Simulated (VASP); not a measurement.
Input of a VASP 6.6.1 run:

INCAR

```
SYSTEM = VPtC4N4
PREC     = Accurate       ! precision mode
ENCUT    = 520            ! plane-wave cutoff, eV
EDIFF    = 1E-6           ! SCF threshold, eV
ISMEAR   = 0              ! smearing method
SIGMA    = 0.1            ! smearing width, eV
LREAL    = .False.        ! projectors in reciprocal space
LASPH    = .True.         ! aspherical terms in the spheres
NELM     = 150            ! most SCF steps
ALGO     = Normal         ! electronic algorithm
ISIF     = 2              ! what is computed and relaxed
LWAVE    = .False.        ! write WAVECAR
LCHARG   = .False.        ! write CHGCAR
ISPIN    = 2              ! spin polarisation
MAGMOM   = 1.25 -0.41 0 0 0 0 0 0 0 0 ! initial moments
LORBIT   = 11             ! projections on sites
LMAXMIX  = 4              ! l up to which the mixer works
GGA      = PE             ! functional
NBANDS   = 44             ! bands
```

The input KPOINTS:

```
Automatic mesh
0
Gamma
  6 6 6
  0 0 0
```

The input POSCAR:

```
VPtC4N4
1.0
    6.0053536883      0.0000000000      0.0000000000
    0.0000000000      6.0053536883      0.0000000000
    0.0000000000      0.0000000000      6.0053536883
V Pt C N
1 1 4 4
Direct
    0.0000000000      0.0000000000      0.0000000000
    0.5000000000      0.5000000000      0.5000000000
    0.1914925731      0.1914925731      0.1914925731
    0.1914925731      0.8085074269      0.8085074269
    0.8085074269      0.1914925731      0.8085074269
    0.8085074269      0.8085074269      0.1914925731
    0.3048809433      0.3048809433      0.3048809433
    0.3048809433      0.6951190567      0.6951190567
    0.6951190567      0.3048809433      0.6951190567
    0.6951190567      0.6951190567      0.3048809433
```

Potentials or basis: VASP PAW PBE potentials, release 64 (V_sv, Pt, C, N).

The run is started by

```bash
$ cat potpaw_PBE.64/V_sv/POTCAR potpaw_PBE.64/Pt/POTCAR potpaw_PBE.64/C/POTCAR potpaw_PBE.64/N/POTCAR > POTCAR
$ mpirun -np 1 vasp_std > vasp.out
```

**Question.** What does it give for the site moments?

**Answer.** V +1.45; Pt -0.54; C -0.05; N +0.03 μB.

**Question.** Estimate the largest force.

**Answer.** 0.316 eV/Å.

**Question.** Predict the net moment.

**Answer.** 1.00 μB per cell.

**Question.** Estimate the pressure.

**Answer.** 0.3 GPa.

Forces on the atoms (eV/Å):
```
V    0.000  0.000  0.000
Pt   0.000  0.000  0.000
C   -0.168 -0.168 -0.168
C   -0.168  0.168  0.168
C    0.168 -0.168  0.168
C    0.168  0.168 -0.168
N    0.182  0.182  0.182
N    0.182 -0.182 -0.182
N   -0.182  0.182 -0.182
N   -0.182 -0.182  0.182
```
